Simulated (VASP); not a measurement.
# PbO (Litharge) (P4/nmm) in VASP: notebook

PbO (Litharge) is run at these levels: PBE; tasks: single point, relaxation of cell and atoms.

Program: VASP 6.6.1. These are calculated values, not measurements. Logs are shortened: lines on timing, memory, paths and dates and some standing lists are left out, and cuts for length are marked.

## 1. The cell of the first run

The structure is tetragonal, space group P4/nmm (No. 129). Conventional cell: a = 4.056 Å, b = 4.056 Å, c = 5.616 Å, α = 90.00°, β = 90.00°, γ = 90.00°. Within 3.1 Å of Pb (site symmetry 4mm) lie 4 O at 2.35 Å. Within 3.1 Å of O (site symmetry -4m2) lie 4 Pb at 2.35 Å and 4 O at 2.87 Å.

## 2. Single point, PBE

File INCAR:

```
ALGO = Normal ; EDIFF = 1E-6
ENCUT = 520 ; GGA = PE
ISIF = 2 ; ISMEAR = -1
LASPH = True ; LCHARG = False
LREAL = False ; LWAVE = False
NBANDS = 28 ; NELM = 60
PREC = Accurate ; SIGMA = 0.05
```

File KPOINTS:

```
k-points
0
Gamma
  5 5 4
```

File POSCAR:

```
PbO
1.0
    4.0562496409      0.0000000000      0.0000000000
    0.0000000000      4.0562496409      0.0000000000
    0.0000000000      0.0000000000      5.6156545832
Pb O
2 2
Direct
    0.0000000000      0.5000000000      0.2119456623
    0.5000000000      0.0000000000      0.7880543377
    0.0000000000      0.0000000000      0.0000000000
    0.5000000000      0.5000000000      0.0000000000
```

Potentials or basis: VASP PAW PBE potentials, release 64 (Pb_d, O).

The run is started by

```
$ cat potpaw_PBE.64/Pb_d/POTCAR potpaw_PBE.64/O/POTCAR > POTCAR
$ mpirun -np 1 vasp_std > vasp.out
```

OUTCAR:

```text
EDIFF = 1E-6
   ENCUT = 520
   GGA = PE
   ISIF = 2
   ISMEAR = -1
   LASPH = True
   LREAL = False
   NELM = 60
   PREC = Accurate

 ion  position               nearest neighbor table
   1  0.000  0.500  0.212-   3 2.35   4 2.35   3 2.35   4 2.35   2 3.73   2 3.73   2 3.73   2 3.73

   2  0.500  0.000  0.788-   3 2.35   4 2.35   4 2.35   3 2.35   1 3.73   1 3.73   1 3.73   1 3.73

   3  0.000  0.000  0.000-   1 2.35   2 2.35   1 2.35   2 2.35
   4  0.500  0.500  0.000-   1 2.35   2 2.35   2 2.35   1 2.35

  LATTYP: Found a simple tetragonal cell.
 ALAT       =     4.0562496409
 C/A-ratio  =     1.3844450121

  Lattice vectors:

 A1 = (   4.0562496409,   0.0000000000,   0.0000000000)
 A2 = (   0.0000000000,   4.0562496409,   0.0000000000)
 A3 = (   0.0000000000,   0.0000000000,   5.6156545832)

Analysis of symmetry for initial positions (statically):
=====================================================================
 Subroutine PRICEL returns:
 Original cell was already a primitive cell.

 Routine SETGRP: Setting up the symmetry group for a
 simple tetragonal supercell.

 Subroutine GETGRP returns: Found 16 space group operations
 (whereof  8 operations were pure point group operations)
 out of a pool of 16 trial point group operations.

The static configuration has the point symmetry D_2d.
 The point group associated with its full space group is D_4h.

Analysis of symmetry for dynamics (positions and initial velocities):
=====================================================================
 Subroutine PRICEL returns:
 Original cell was already a primitive cell.

 Routine SETGRP: Setting up the symmetry group for a
 simple tetragonal supercell.

 Subroutine GETGRP returns: Found 16 space group operations
 (whereof  8 operations were pure point group operations)
 out of a pool of 16 trial point group operations.

The dynamic configuration has the point symmetry D_2d.
 The point group associated with its full space group is D_4h.

 Subroutine INISYM returns: Found 16 space group operations
 (whereof  8 operations are pure point group operations),
 and found     1 'primitive' translations

----------------------------------------------------------------------------------------

                                     Primitive cell

  volume of cell :      92.3953

  direct lattice vectors                    reciprocal lattice vectors
     4.056249641  0.000000000  0.000000000     0.246533150  0.000000000  0.000000000
     0.000000000  4.056249641  0.000000000     0.000000000  0.246533150  0.000000000
     0.000000000  0.000000000  5.615654583     0.000000000  0.000000000  0.178073631

  length of vectors
     4.056249641  4.056249641  5.615654583     0.246533150  0.246533150  0.178073631

  position of ions in fractional coordinates (direct lattice)
     0.000000000  0.500000000  0.211945662
     0.500000000  0.000000000  0.788054338
     0.000000000  0.000000000  0.000000000
     0.500000000  0.500000000  0.000000000

  ion indices of the primitive-cell ions
   primitive index   ion index
                 1           1
                 2           2
                 3           3
                 4           4

----------------------------------------------------------------------------------------

 KPOINTS: k-points

Automatic generation of k-mesh.
 Grid dimensions read from file:
 generate k-points for:    5    5    4

 Generating k-lattice:

  Cartesian coordinates                     Fractional coordinates (reciprocal lattice)
     0.049306630  0.000000000  0.000000000     0.200000000  0.000000000  0.000000000
     0.000000000  0.049306630  0.000000000     0.000000000  0.200000000  0.000000000
     0.000000000  0.000000000  0.044518408     0.000000000  0.000000000  0.250000000

  Length of vectors
     0.049306630  0.049306630  0.044518408

  Shift w.r.t. Gamma in fractional coordinates (k-lattice)
     0.000000000  0.000000000  0.000000000

 Subroutine IBZKPT returns following result:
 ===========================================

 Found     18 irreducible k-points:

 Following reciprocal coordinates:
            Coordinates               Weight
  0.000000  0.000000  0.000000      1.000000
  0.200000  0.000000  0.000000      4.000000
  0.400000  0.000000  0.000000      4.000000
  0.200000  0.200000  0.000000      4.000000
  0.400000  0.200000  0.000000      8.000000
  0.400000  0.400000  0.000000      4.000000
[... 10 lines left out ...]
  0.400000  0.200000  0.500000      8.000000
  0.400000  0.400000  0.500000      4.000000
   k-points           NKPTS =     18   k-points in BZ     NKDIM =     18   number of bands    NBANDS=     28
   number of dos      NEDOS =    301   number of ions     NIONS =      4
   total plane-waves  NPLWV =  37800
   dimension x,y,z NGX =    30 NGY =   30 NGZ =   42
   dimension x,y,z NGXF=    60 NGYF=   60 NGZF=   84
   ions per type =               2   2
   NGX,Y,Z   is equivalent  to a cutoff of  12.30, 12.30, 12.43 a.u.
   NGXF,Y,Z  is equivalent  to a cutoff of  24.59, 24.59, 24.87 a.u.
 SYSTEM =  unknown system
   PREC   = accura    normal or accurate (medium, high low for compatibility)
   ISTART =      0    job   : 0-new  1-cont  2-samecut
   ICHARG =      2    charge: 1-file 2-atom 10-const
   ISPIN  =      1    spin polarized calculation?
   LNONCOLLINEAR =      F non collinear calculations
   LSORBIT =      F    spin-orbit coupling
   LASPH  =      T    aspherical Exc in radial PAW
   ENCUT  =  520.0 eV  38.22 Ry    6.18 a.u.   7.54  7.54 10.44*2*pi/ulx,y,z
   NELM   =     60;   NELMIN=  2; NELMDL= -5     # of ELM steps
   EDIFF  = 0.1E-05   stopping-criterion for ELM
   LREAL  =      F    real-space projection
   EDIFFG = 0.1E-04   stopping-criterion for IOM
   NSW    =      0    number of steps for IOM
   IBRION =     -1    ionic relax: 0-MD 1-quasi-New 2-CG
   NFREE  =      0    steps in history (QN), initial steepest desc. (CG)
   ISIF   =      2    stress and relaxation
   ISYM   =      2    0-nonsym 1-usesym 2-fastsym
   POTIM  = 0.5000    time-step for ionic-motion
   TEBEG  =    0.0;   TEEND  =   0.0 temperature during run
   PSTRESS=    0.0 pullay stress
   NELECT =      40.0000    total number of electrons
   NUPDOWN=      -1.0000    fix difference up-down
   EMIN   =  10.00;   EMAX   =-10.00  energy-range for DOS
   EFERMI =   0.00;   METHOD = LEGACY
   ISMEAR =    -1;   SIGMA  =   0.05  broadening in eV -4-tet -1-fermi 0-gaus
   EFERMI_NEDOS =   21; number of points for ismear=-14 and -15
   IALGO  =     38    algorithm
   IMIX   =      4    mixing-type and parameters
     AMIX     =   0.40;   BMIX     =  1.00
     AMIX_MAG =   1.60;   BMIX_MAG =  1.00
  volume/ion in A,a.u.               =      23.10       155.88
  Fermi-wavevector in a.u.,A,eV,Ry     =   1.238449  2.340330 20.868028  1.533757
  Thomas-Fermi vector in A             =   2.372974
   LORBIT       =      0    0 simple, 1 ext, 2 COOP (PROOUT), +10 PAW based schemes
   GGA     = PE    functional components
   LHFCALC =     F    Hartree Fock is set to
   AEXX    =    0.0000 exact exchange contribution
   IVDW    =     0    specifies the selected vdW correction
   LEPSILON=     F    determine dielectric tensor
   LRPA    =     F    only Hartree local field effects (RPA)
 non-spin polarized calculation
  energy-cutoff  :      520.00
  volume of cell :       92.40
 maximum number of plane-waves:      2524
 NGX is ok and might be reduce to    30
   NGX = 15   NGY = 15   NGZ = 21

 number of electron      39.9999999 magnetization

 Free energy of the ion-electron system (eV)
  ---------------------------------------------------
  ext. energy  EPLUGINS =         0.00000000
  ---------------------------------------------------
  free energy    TOTEN  =       -21.51779658 eV

  energy without entropy =      -21.51779657  energy(sigma->0) =      -21.51779657

 E-fermi :   4.5993     XC(G=0):  -8.9681

 val. band max:        3.6995573405   @ k =   0.0000   0.0000   0.0000
 cond. band min:       5.5101731022   @ k =   0.0000   0.0000   0.5000
 fundamental gap:      1.8106157617
 Fermi energy:         4.5992914265

 k-point     1 :       0.0000    0.0000    0.0000
  band No.  band energies     occupation
      1     -14.2038      2.00000
      2     -13.8065      2.00000
      3     -12.1569      2.00000
      4     -12.1569      2.00000
      5     -12.1101      2.00000
      6     -12.1020      2.00000
[... 20 lines left out ...]
     27      11.5156      0.00000
     28      12.1399      0.00000

 k-point     2 :       0.2000    0.0000    0.0000
  band No.  band energies     occupation
      1     -14.1420      2.00000
      2     -13.8274      2.00000
      3     -12.1487      2.00000
      4     -12.1367      2.00000
      5     -12.0891      2.00000
      6     -12.0802      2.00000
[... 20 lines left out ...]
     27      11.9426      0.00000
     28      13.9714      0.00000

 k-point     3 :       0.4000    0.0000    0.0000
  band No.  band energies     occupation
      1     -14.0137      2.00000
      2     -13.8982      2.00000
      3     -12.1275      2.00000
      4     -12.0963      2.00000
      5     -12.0960      2.00000
      6     -12.0658      2.00000
[... 20 lines left out ...]
     27      12.6534      0.00000
     28      14.1887      0.00000

 k-point     4 :       0.2000    0.2000    0.0000
  band No.  band energies     occupation
      1     -14.0916      2.00000
      2     -13.8430      2.00000
      3     -12.1356      2.00000
      4     -12.1170      2.00000
      5     -12.0731      2.00000
      6     -12.0715      2.00000
[... 20 lines left out ...]
     27      13.0687      0.00000
     28      13.6664      0.00000

 k-point     5 :       0.4000    0.2000    0.0000
  band No.  band energies     occupation
      1     -13.9896      2.00000
      2     -13.8985      2.00000
      3     -12.1044      2.00000
      4     -12.0831      2.00000
      5     -12.0773      2.00000
      6     -12.0557      2.00000
[... 20 lines left out ...]
     27      12.2974      0.00000
     28      12.5443      0.00000

 k-point     6 :       0.4000    0.4000    0.0000
  band No.  band energies     occupation
      1     -13.9462      2.00000
      2     -13.9129      2.00000
      3     -12.0812      2.00000
      4     -12.0744      2.00000
      5     -12.0356      2.00000
      6     -12.0160      2.00000
[... 277 lines left out ...]
      5     -12.0971      2.00000
      6     -12.0707      2.00000
[... 20 lines left out ...]
     27      12.6652      0.00000
     28      13.5634      0.00000

 k-point    16 :       0.2000    0.2000    0.5000
  band No.  band energies     occupation
      1     -14.0910      2.00000
      2     -13.8419      2.00000
      3     -12.1255      2.00000
      4     -12.1145      2.00000
      5     -12.0794      2.00000
      6     -12.0628      2.00000
[... 20 lines left out ...]
     27      13.7767      0.00000
     28      13.7868      0.00000

 k-point    17 :       0.4000    0.2000    0.5000
  band No.  band energies     occupation
      1     -13.9913      2.00000
      2     -13.8991      2.00000
      3     -12.1117      2.00000
      4     -12.0890      2.00000
      5     -12.0801      2.00000
      6     -12.0527      2.00000
[... 20 lines left out ...]
     27      13.4041      0.00000
     28      13.7891      0.00000

 k-point    18 :       0.4000    0.4000    0.5000
  band No.  band energies     occupation
      1     -13.9459      2.00000
      2     -13.9118      2.00000
      3     -12.0791      2.00000
      4     -12.0607      2.00000
      5     -12.0286      2.00000
      6     -12.0226      2.00000
[... 20 lines left out ...]
     27      13.1016      0.00000
     28      13.2476      0.00000

------------------------ aborting loop because EDIFF is reached ----------------------------------------

  FORCE on cell =-STRESS in cart. coord.  units (eV):
  Direction    XX          YY          ZZ          XY          YZ          ZX
  --------------------------------------------------------------------------------------
  -------------------------------------------------------------------------------------
  Total        0.0342270      0.0342270      0.0263340      0.0000000     -0.0000000      0.0000000
  in kB        0.5935114      0.5935114      0.4566440      0.0000000     -0.0000000      0.0000000
  external PRESSURE =       0.5478889 kB  Pullay stress =       0.0000000 kB

 VOLUME and BASIS-vectors are now :
 -----------------------------------------------------------------------------
  energy-cutoff  :      520.00
  volume of cell :       92.40
      direct lattice vectors                 reciprocal lattice vectors
     4.056249641  0.000000000  0.000000000     0.246533150  0.000000000  0.000000000
     0.000000000  4.056249641  0.000000000     0.000000000  0.246533150  0.000000000
     0.000000000  0.000000000  5.615654583     0.000000000  0.000000000  0.178073631

 POSITION                                       TOTAL-FORCE (eV/Angst)
 -----------------------------------------------------------------------------------
      0.00000      2.02812      1.19021        -0.000000     -0.000000      0.038757
      2.02812      0.00000      4.42544         0.000000      0.000000     -0.038757
      0.00000      0.00000      0.00000        -0.000000     -0.000000      0.000000
      2.02812      2.02812      0.00000        -0.000000      0.000000      0.000000
 -----------------------------------------------------------------------------------
    total drift:                                0.000000      0.000000      0.000000

  FREE ENERGIE OF THE ION-ELECTRON SYSTEM (eV)
  ---------------------------------------------------
  free  energy   TOTEN  =       -21.5177965750 eV

  energy  without entropy=      -21.5177965736  energy(sigma->0) =      -21.51779657
```

Wall time 56 s (1 thread of Intel Xeon Platinum 8375C at 2.90GHz (Ice Lake), shared host); peak memory 0.2 GiB.

What came out:

| Quantity | Value |
| --- | --- |
| Free energy | -21.5178 eV |
| Pressure | 0.1 GPa |
| Largest force | 0.039 eV/Å |
| Band gap on the k mesh | 1.81 eV, indirect (least direct gap 1.89 eV) |

Forces in eV/Å, atoms in the order of the input:
```
Pb   0.000  0.000  0.039
Pb   0.000  0.000 -0.039
O    0.000  0.000  0.000
O    0.000  0.000  0.000
```

Levels at points of the mesh, in eV from the valence-band top:
```csv
k point,band 18,band 19,band 20,band 21,band 22,band 23
"(0.00, 0.00, 0.00)",-1.44,-1.44,0.00,1.89,4.45,6.00
"(0.00, 0.00, 0.50)",-1.46,-1.46,-0.74,1.81,4.28,4.55
```

Caveat: spin-orbit coupling is left out, which moves the levels of the heavy elements. A k mesh can miss the band edges.

## 3. Relaxation of cell and atoms, PBE

This run uses another cell than the first one, of 19.94 Å³/atom, 0.863 times its volume.

File INCAR:

```
SYSTEM = PbO
ALGO = Normal
EDIFF = 1E-6
EDIFFG = -0.01
ENCUT = 600
GGA = PE
IBRION = 2
ISIF = 3
ISMEAR = -1
LASPH = .True.
LCHARG = .False.
LREAL = .False.
LWAVE = .False.
NELM = 80
NSW = 80
PREC = Accurate
SIGMA = 0.05
```

File KPOINTS:

```
k-points
0
Gamma
  5 5 4
  0 0 0
```

File POSCAR:

```
PbO
1.0
    3.9900000000      0.0000000000      0.0000000000
    0.0000000000      3.9900000000      0.0000000000
    0.0000000000      0.0000000000      5.0100000000
Pb O
2 2
Direct
    0.0000000000      0.5000000000      0.2400000000
    0.5000000000      0.0000000000      0.7600000000
    0.0000000000      0.0000000000      0.0000000000
    0.5000000000      0.5000000000      0.0000000000
```

Potentials or basis: VASP PAW PBE potentials, release 64 (Pb_d, O).

The run is started by

```
$ cat potpaw_PBE.64/Pb_d/POTCAR potpaw_PBE.64/O/POTCAR > POTCAR
$ mpirun -np 1 vasp_std > vasp.out
```

It took 6.7 min on 1 thread of Intel Xeon Platinum 8375C at 2.90GHz (Ice Lake), shared host; peak memory 0.22 GiB.

The run converged. Its results:

| Item | Value |
| --- | --- |
| Free energy | -21.5108 eV |
| Relaxed volume | 22.68 Å³/atom |
| Relaxed cell | a = 4.059 Å, b = 4.059 Å, c = 5.506 Å, α = 90.00°, β = 90.00°, γ = 90.00° |
| Space group after relaxing (to 0.05 Å) | P4/nmm (No. 129) |
| Energy gained by relaxing | 17.3 meV/atom |
| Ionic steps | 12 |
| Pressure after relaxing | 0.0 GPa |
| Largest force after relaxing | 0.005 eV/Å |
| Band gap on the k mesh | 1.82 eV, indirect (least direct gap 1.95 eV) |

Forces in eV/Å, atoms in the order of the input:
```
Pb   0.000  0.000  0.005
Pb   0.000  0.000 -0.005
O    0.000  0.000  0.000
O    0.000  0.000  0.000
```

The path:
| step | energy change (eV) | largest force (eV/Å) | pressure (GPa) | volume (Å³) |
| --- | --- | --- | --- | --- |
| 1 | 0.0000 | 0.0262 | 3.01 | 79.76 |
| 2 | -0.0216 | 0.6151 | -1.28 | 84.16 |
| 3 | -0.0277 | 0.4187 | -0.01 | 82.71 |
| 4 | -0.0403 | 0.2448 | 0.05 | 83.57 |
| 5 | -0.0463 | 0.0445 | 0.13 | 84.64 |
| 6 | -0.0464 | 0.0275 | 0.15 | 84.73 |
| 7 | -0.0500 | 0.0341 | 0.06 | 85.24 |
| 8 | -0.0586 | 0.0495 | -0.13 | 86.76 |
| 9 | -0.0675 | 0.0742 | -0.34 | 89.78 |
| 10 | -0.0685 | 0.0836 | -0.41 | 90.92 |
| 11 | -0.0582 | 0.3531 | 1.62 | 89.94 |
| 12 | -0.0692 | 0.0051 | 0.01 | 90.71 |

Final structure:
```
CELL_PARAMETERS angstrom
4.05909 0.00000 0.00000
0.00000 4.05909 0.00000
0.00000 0.00000 5.50582
ATOMIC_POSITIONS crystal
Pb 0.00000 0.50000 0.21615
Pb 0.50000 0.00000 0.78385
O 0.00000 0.00000 0.00000
O 0.50000 0.50000 0.00000
```

Levels at points of the mesh, in eV from the valence-band top:
```
           k point  band 18  band 19  band 20  band 21  band 22  band 23
(0.00, 0.00, 0.00)    -1.45    -1.45     0.00     1.95     4.61     5.91
(0.00, 0.00, 0.50)    -1.46    -1.46    -0.74     1.82     4.28     4.46
```

Caveat: spin-orbit coupling is left out, which moves the levels of the heavy elements; the volume moved by +14 % from the deposited cell, more than functionals usually miss. PBE usually gives volumes a little too large and moduli too small.
